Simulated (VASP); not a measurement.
# TeAs2 (I4_1/amd) in VASP: notebook, part 2 of 2

VASP 6.6.1. The steps go on from the part before.

## Step 4: Single point, PBEsol

INCAR

```
PREC = Accurate
ENCUT = 520
EDIFF = 1E-6
ISMEAR = 1
SIGMA = 0.5
LREAL = False
LASPH = True
NELM = 60
ALGO = Normal
ISIF = 2
LWAVE = False
LCHARG = True
GGA = PS
LELF = True
LVHAR = True
NBANDS = 25
```

KPOINTS

```
Automatic mesh
0
Gamma
  8 8 8
```

POSCAR

```
TeAs2
1.0
   -3.5564540000      3.5564540000      2.9405160000
    3.5564540000     -3.5564540000      2.9405160000
    3.5564540000      3.5564540000     -2.9405160000
Te As
2 4
Direct
    0.7500000000      0.2500000000      0.5000000000
    0.0000000000      0.0000000000      0.0000000000
    0.3750000000      0.6250000000      0.2500000000
    0.3750000000      0.1250000000      0.7500000000
    0.3750000000      0.6250000000      0.7500000000
    0.8750000000      0.6250000000      0.2500000000
```

Launch:

```sh
cat potpaw_PBE.64/Te/POTCAR potpaw_PBE.64/As/POTCAR > POTCAR
mpirun -np 1 vasp_std > vasp.out
```

Run time: 2.3 min. Hardware: 1 thread of Intel Xeon 6975P-C (Granite Rapids), shared host; peak memory 0.42 GiB.

It converged, with:

| Item | Value |
| --- | --- |
| Free energy | -26.3444 eV |
| Pressure | -3.7 GPa |
| Band gap on the k mesh | zero (bands 16 and 17 overlap by 0.56 eV) |

Stress tensor (GPa, compression positive):
```
-3.20  0.00  0.00
 0.00 -3.20  0.00
 0.00  0.00 -4.67
```

Levels at points of the mesh, in eV from the Fermi level:
| k point | band 12 | band 13 | band 14 | band 15 | band 16 | band 17 | band 18 | band 19 | band 20 | band 21 |
| --- | --- | --- | --- | --- | --- | --- | --- | --- | --- | --- |
| (0.00, 0.00, 0.00) | -2.76 | -2.76 | -2.09 | -2.09 | -0.68 | 1.69 | 3.04 | 3.04 | 3.81 | 3.98 |
| (0.50, 0.00, 0.00) | -2.00 | -1.56 | -0.88 | -0.34 | -0.34 | -0.15 | 0.21 | 1.40 | 1.64 | 2.79 |
| (0.50, 0.50, 0.00) | -2.06 | -1.12 | -1.12 | -0.97 | -0.97 | -0.23 | -0.23 | 1.99 | 1.99 | 3.47 |
| (0.50, 0.50, 0.50) | -2.80 | -0.75 | -0.75 | 0.08 | 0.08 | 0.14 | 0.14 | 0.74 | 0.74 | 2.75 |

Caveat: the cell stands under tension; so wide a smearing shifts energies and pressures; the PAW data sets were made with another functional, which shifts forces and pressure a little; spin-orbit coupling is left out, which moves the levels of the heavy elements.

## Step 5: Single point, PBEsol

INCAR

```
SYSTEM = TeAs2
PREC = Accurate
ENCUT = 520
EDIFF = 1E-6
ISMEAR = 1
SIGMA = 0.05
LREAL = .FALSE.
LASPH = .TRUE.
NELM = 100
ALGO = Normal
ISIF = 2
LWAVE = .FALSE.
LCHARG = .FALSE.
GGA = PS
NBANDS = 25
```

KPOINTS

```
regular mesh
0
G
  8 8 8
  0 0 0
```

POSCAR is that of step 4.

Potentials or basis: VASP PAW PBE potentials, release 64 (Te, As).

Launch:

```sh
cat potpaw_PBE.64/Te/POTCAR potpaw_PBE.64/As/POTCAR > POTCAR
mpirun -np 1 vasp_std > vasp.out
```

OUTCAR:

```text
SYSTEM = TeAs2
   PREC = Accurate
   ENCUT = 520
   EDIFF = 1E-6
   ISMEAR = 1
   LREAL = .FALSE.
   LASPH = .TRUE.
   NELM = 100
   ISIF = 2
   GGA = PS

 ion  position               nearest neighbor table
   1  0.750  0.250  0.500-   4 2.83   6 2.83   5 2.83   3 2.83
   2  0.000  0.000  0.000-   4 2.83   6 2.83   3 2.83   5 2.83
   3  0.375  0.625  0.250-   1 2.83   2 2.83   6 2.91   5 2.91   5 2.91   6 2.91
   4  0.375  0.125  0.750-   1 2.83   2 2.83   5 2.91   6 2.91   5 2.91   6 2.91
   5  0.375  0.625  0.750-   2 2.83   1 2.83   4 2.91   3 2.91   4 2.91   3 2.91
   6  0.875  0.625  0.250-   1 2.83   2 2.83   3 2.91   4 2.91   3 2.91   4 2.91

  LATTYP: Found a body centered tetragonal cell.
 ALAT       =     7.1129080000
 C/A-ratio  =     0.8268112001

  Lattice vectors:

 A1 = (  -3.5564540000,   3.5564540000,   2.9405160000)
 A2 = (   3.5564540000,  -3.5564540000,   2.9405160000)
 A3 = (   3.5564540000,   3.5564540000,  -2.9405160000)

Analysis of symmetry for initial positions (statically):
=====================================================================
 Subroutine PRICEL returns:
 Original cell was already a primitive cell.

 Routine SETGRP: Setting up the symmetry group for a
 body centered tetragonal supercell.

 Subroutine GETGRP returns: Found 16 space group operations
 (whereof  8 operations were pure point group operations)
 out of a pool of 16 trial point group operations.

The static configuration has the point symmetry D_2d.
 The point group associated with its full space group is D_4h.

Analysis of symmetry for dynamics (positions and initial velocities):
=====================================================================
 Subroutine PRICEL returns:
 Original cell was already a primitive cell.

 Routine SETGRP: Setting up the symmetry group for a
 body centered tetragonal supercell.

 Subroutine GETGRP returns: Found 16 space group operations
 (whereof  8 operations were pure point group operations)
 out of a pool of 16 trial point group operations.

The dynamic configuration has the point symmetry D_2d.
 The point group associated with its full space group is D_4h.

 Subroutine INISYM returns: Found 16 space group operations
 (whereof  8 operations are pure point group operations),
 and found     1 'primitive' translations

----------------------------------------------------------------------------------------

                                     Primitive cell

  volume of cell :     148.7709

  direct lattice vectors                    reciprocal lattice vectors
    -3.556454000  3.556454000  2.940516000     0.000000000  0.140589475  0.170038184
     3.556454000 -3.556454000  2.940516000     0.140589475  0.000000000  0.170038184
     3.556454000  3.556454000 -2.940516000     0.140589475  0.140589475  0.000000000

  length of vectors
     5.826093413  5.826093413  5.826093413     0.220631785  0.220631785  0.198823542

  position of ions in fractional coordinates (direct lattice)
     0.750000000  0.250000000  0.500000000
     0.000000000  0.000000000  0.000000000
     0.375000000  0.625000000  0.250000000
     0.375000000  0.125000000  0.750000000
     0.375000000  0.625000000  0.750000000
     0.875000000  0.625000000  0.250000000
[... 38 lines left out ...]
  0.000000  0.000000  0.000000      1.000000
  0.125000  0.000000  0.000000      8.000000
  0.250000  0.000000  0.000000      8.000000
  0.375000  0.000000 -0.000000      8.000000
  0.500000  0.000000  0.000000      4.000000
  0.125000  0.125000 -0.000000      8.000000
[... 16 lines left out ...]
  0.250000  0.125000  0.125000     16.000000
  0.375000  0.125000  0.125000      8.000000
 [... further k-points ...]
   k-points           NKPTS =     59   k-points in BZ     NKDIM =     59   number of bands    NBANDS=     25
   number of dos      NEDOS =    301   number of ions     NIONS =      6
   total plane-waves  NPLWV = 110592
   dimension x,y,z NGX =    48 NGY =   48 NGZ =   48
   dimension x,y,z NGXF=    96 NGYF=   96 NGZF=   96
   ions per type =               2   4
   NGX,Y,Z   is equivalent  to a cutoff of  13.70, 13.70, 13.70 a.u.
   NGXF,Y,Z  is equivalent  to a cutoff of  27.39, 27.39, 27.39 a.u.
 SYSTEM =  TeAs2
   PREC   = accura    normal or accurate (medium, high low for compatibility)
   ISTART =      0    job   : 0-new  1-cont  2-samecut
   ICHARG =      2    charge: 1-file 2-atom 10-const
   ISPIN  =      1    spin polarized calculation?
   LNONCOLLINEAR =      F non collinear calculations
   LSORBIT =      F    spin-orbit coupling
   LASPH  =      T    aspherical Exc in radial PAW
   ENCUT  =  520.0 eV  38.22 Ry    6.18 a.u.  10.83 10.83 10.83*2*pi/ulx,y,z
   NELM   =    100;   NELMIN=  2; NELMDL= -5     # of ELM steps
   EDIFF  = 0.1E-05   stopping-criterion for ELM
   LREAL  =      F    real-space projection
   EDIFFG = 0.1E-04   stopping-criterion for IOM
   NSW    =      0    number of steps for IOM
   IBRION =     -1    ionic relax: 0-MD 1-quasi-New 2-CG
   NFREE  =      0    steps in history (QN), initial steepest desc. (CG)
   ISIF   =      2    stress and relaxation
   ISYM   =      2    0-nonsym 1-usesym 2-fastsym
   POTIM  = 0.5000    time-step for ionic-motion
   TEBEG  =    0.0;   TEEND  =   0.0 temperature during run
   PSTRESS=    0.0 pullay stress
   NELECT =      32.0000    total number of electrons
   NUPDOWN=      -1.0000    fix difference up-down
   EMIN   =  10.00;   EMAX   =-10.00  energy-range for DOS
   EFERMI =   0.00;   METHOD = LEGACY
   ISMEAR =     1;   SIGMA  =   0.05  broadening in eV -4-tet -1-fermi 0-gaus
   EFERMI_NEDOS =   21; number of points for ismear=-14 and -15
   IALGO  =     38    algorithm
   IMIX   =      4    mixing-type and parameters
     AMIX     =   0.40;   BMIX     =  1.00
     AMIX_MAG =   1.60;   BMIX_MAG =  1.00
  volume/ion in A,a.u.               =      24.80       167.33
  Fermi-wavevector in a.u.,A,eV,Ry     =   0.980887  1.853607 13.090692  0.962139
  Thomas-Fermi vector in A             =   2.111851
   LORBIT       =      0    0 simple, 1 ext, 2 COOP (PROOUT), +10 PAW based schemes
   GGA     = PS    functional components
   LHFCALC =     F    Hartree Fock is set to
   AEXX    =    0.0000 exact exchange contribution
   IVDW    =     0    specifies the selected vdW correction
   LEPSILON=     F    determine dielectric tensor
   LRPA    =     F    only Hartree local field effects (RPA)
 non-spin polarized calculation
 Methfessel and Paxton  Order N= 1 SIGMA  =   0.05
  energy-cutoff  :      520.00
  volume of cell :      148.77
 maximum number of plane-waves:      4035
 NGX is ok and might be reduce to    48
   NGX = 21   NGY = 21   NGZ = 21

 number of electron      31.9999998 magnetization

 Free energy of the ion-electron system (eV)
  ---------------------------------------------------
  ext. energy  EPLUGINS =         0.00000000
  ---------------------------------------------------
  free energy    TOTEN  =       -26.34039798 eV

  energy without entropy =      -26.33960698  energy(sigma->0) =      -26.34013431

 E-fermi :   5.5187     XC(G=0):  -9.9801

 val. band max:        5.5072084829   @ k =  -0.2500   0.2500   0.1250
 cond. band min:       5.5223906554   @ k =   0.5000   0.5000   0.2500
 fundamental gap:      0.0151821726
 Fermi energy:         5.5187350286

 k-point     1 :       0.0000    0.0000    0.0000
  band No.  band energies     occupation
      1      -8.4704      2.00000
      2      -5.3391      2.00000
      3      -4.6511      2.00000
      4      -4.6511      2.00000
      5      -3.8580      2.00000
      6      -3.3437      2.00000
[... 661 lines left out ...]
     24       9.9947      0.00000
     25      11.0019      0.00000

 [... further k-points ...]

------------------------ aborting loop because EDIFF is reached ----------------------------------------

  FORCE on cell =-STRESS in cart. coord.  units (eV):
  Direction    XX          YY          ZZ          XY          YZ          ZX
  --------------------------------------------------------------------------------------
  -------------------------------------------------------------------------------------
  Total       -3.0387974     -3.0387974     -4.1196307      0.0000000      0.0000000      0.0000000
  in kB      -32.7261113    -32.7261113    -44.3660683      0.0000000      0.0000000      0.0000000
  external PRESSURE =     -36.6060970 kB  Pullay stress =       0.0000000 kB

 VOLUME and BASIS-vectors are now :
 -----------------------------------------------------------------------------
  energy-cutoff  :      520.00
  volume of cell :      148.77
      direct lattice vectors                 reciprocal lattice vectors
    -3.556454000  3.556454000  2.940516000     0.000000000  0.140589475  0.170038184
     3.556454000 -3.556454000  2.940516000     0.140589475  0.000000000  0.170038184
     3.556454000  3.556454000 -2.940516000     0.140589475  0.140589475  0.000000000

 POSITION                                       TOTAL-FORCE (eV/Angst)
 -----------------------------------------------------------------------------------
      0.00000      3.55645      1.47026        -0.000000     -0.000000      0.000000
      0.00000      0.00000      0.00000         0.000000      0.000000     -0.000000
      1.77823     -0.00000      2.20539        -0.000000      0.000000     -0.000000
      1.77823      3.55645     -0.73513        -0.000000      0.000000     -0.000000
      3.55645      1.77823      0.73513        -0.000000      0.000000     -0.000000
     -0.00000      1.77823      3.67564        -0.000000      0.000000     -0.000000
 -----------------------------------------------------------------------------------
    total drift:                                0.000000     -0.000000      0.000000

  FREE ENERGIE OF THE ION-ELECTRON SYSTEM (eV)
  ---------------------------------------------------
  free  energy   TOTEN  =       -26.3403979793 eV

  energy  without entropy=      -26.3396069823  energy(sigma->0) =      -26.34013431
```

OSZICAR:

```text
N       E                     dE             d eps       ncg     rms          rms(c)
DAV:   1     0.122799402873E+03    0.12280E+03   -0.11930E+04  2950   0.105E+03
DAV:   2    -0.163393022869E+02   -0.13914E+03   -0.13038E+03  3795   0.163E+02
DAV:   3    -0.262218958414E+02   -0.98826E+01   -0.95599E+01  3840   0.432E+01
DAV:   4    -0.263735383377E+02   -0.15164E+00   -0.15117E+00  3406   0.612E+00
DAV:   5    -0.263758642542E+02   -0.23259E-02   -0.23247E-02  3699   0.853E-01    0.966E+00
DAV:   6    -0.263493629664E+02    0.26501E-01   -0.17844E-02  3403   0.793E-01    0.577E+00
DAV:   7    -0.263404779716E+02    0.88850E-02   -0.27124E-02  3521   0.741E-01    0.581E-01
DAV:   8    -0.263404466309E+02    0.31341E-04   -0.11946E-03  3429   0.191E-01    0.295E-01
DAV:   9    -0.263404050507E+02    0.41580E-04   -0.28288E-04  3435   0.770E-02    0.815E-02
DAV:  10    -0.263403988295E+02    0.62212E-05   -0.76223E-06  3450   0.165E-02    0.232E-02
DAV:  11    -0.263403979793E+02    0.85018E-06   -0.17510E-06  2092   0.665E-03
   1 F= -.26340398E+02 E0= -.26340134E+02  d E =-.790997E-03
```

stdout:

```text
POSCAR found type information on POSCAR TeAs
 POSCAR found :  2 types and       6 ions
 scaLAPACK will be used
 -----------------------------------------------------------------------------
|                                                                             |
|                                                                             |
|     You enforced a specific xc type in the INCAR file but a different       |
|     I HOPE YOU KNOW WHAT YOU ARE DOING!                                     |
|                                                                             |
 -----------------------------------------------------------------------------

 LDA part: xc-table for (Slater+PW92), standard interpolation
 POSCAR, INCAR and KPOINTS ok, starting setup
 FFT: planning ... GRIDC
 FFT: planning ... GRID_SOFT
 FFT: planning ... GRID
 WAVECAR not read
 entering main loop
```

Run time: 2.1 min. Hardware: 1 thread of Intel Xeon 6975P-C (Granite Rapids), shared host; peak memory 0.42 GiB.

Results:

```
Free energy            : -26.3404 eV
Pressure               : -3.7 GPa
Band gap on the k mesh : zero (bands 16 and 17 overlap by 0.55 eV)
```

Caveat: the cell stands under tension; the PAW data sets were made with another functional, which shifts forces and pressure a little; spin-orbit coupling is left out, which moves the levels of the heavy elements.

## Step 6: Summary

| smearing | gap on the mesh (eV) | pressure (GPa) |
| --- | --- | --- |
| methfessel-paxton 0.2 eV | none | -3.7 |
| methfessel-paxton 0.3 eV | none | -3.7 |
| methfessel-paxton 0.5 eV | none | -3.7 |
| methfessel-paxton 0.05 eV | none | -3.7 |

Alike in all rows: task single point; level PBEsol; potentials or basis VASP PAW PBE potentials, release 64 (Te, As); no spin polarisation; cell as given; k mesh 8 × 8 × 8; cutoff (eV) 520.

Caveats: the cell stands under tension; the PAW data sets were made with another functional, which shifts forces and pressure a little; spin-orbit coupling is left out, which moves the levels of the heavy elements; so wide a smearing shifts energies and pressures (at least some runs).

Total energies depend on the potentials used, so only differences within one code and one set of settings carry meaning.
